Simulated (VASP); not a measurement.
BiTe, 2 atoms in the cell. Symmetry: Fm-3m, No. 225, cubic system. Conventional cell: a = 6.383 Å, b = 6.383 Å, c = 6.383 Å, α = 90.00°, β = 90.00°, γ = 90.00°. Bi (site symmetry m-3m) has 6 Te at 3.19 Å within 4.2 Å. Te (site symmetry m-3m) has 6 Bi at 3.19 Å within 4.2 Å.  This cell differs from its parent crystal: volume scaled by 0.96.

```yaml
Program: VASP 6.6.1
Task: single point
Functional: PBEsol
Potentials_or_basis: VASP PAW PBE potentials, release 64 (Bi_d, Te)
Cutoff: 520 eV
k_mesh: 5 × 5 × 5
Occupations: gaussian, width 0.01 eV
Spin: non-collinear spin, zero start, spin-orbit coupling
Starting_moments: "[[0.0, 0.0, 0.0], [0.0, 0.0, 0.0]] μB"
Dipole_correction: no
Further_INCAR_settings: ALGO = Normal; EDIFF = 1e-06; NBANDS = 33
```

Potentials or basis: VASP PAW PBE potentials, release 64 (Bi_d, Te).

Launch:

```console
$ cat potpaw_PBE.64/Bi_d/POTCAR potpaw_PBE.64/Te/POTCAR > POTCAR
$ mpirun -np 1 vasp_ncl > vasp.out
```

Hardware: 1 thread of AMD EPYC 7R13 (shared host).

Estimate the wall time of this run.

Run time: 110 s on 1 thread of AMD EPYC 7R13 (shared host), peak memory 0.35 GiB. Counts: scf iterations 12, k points 10.
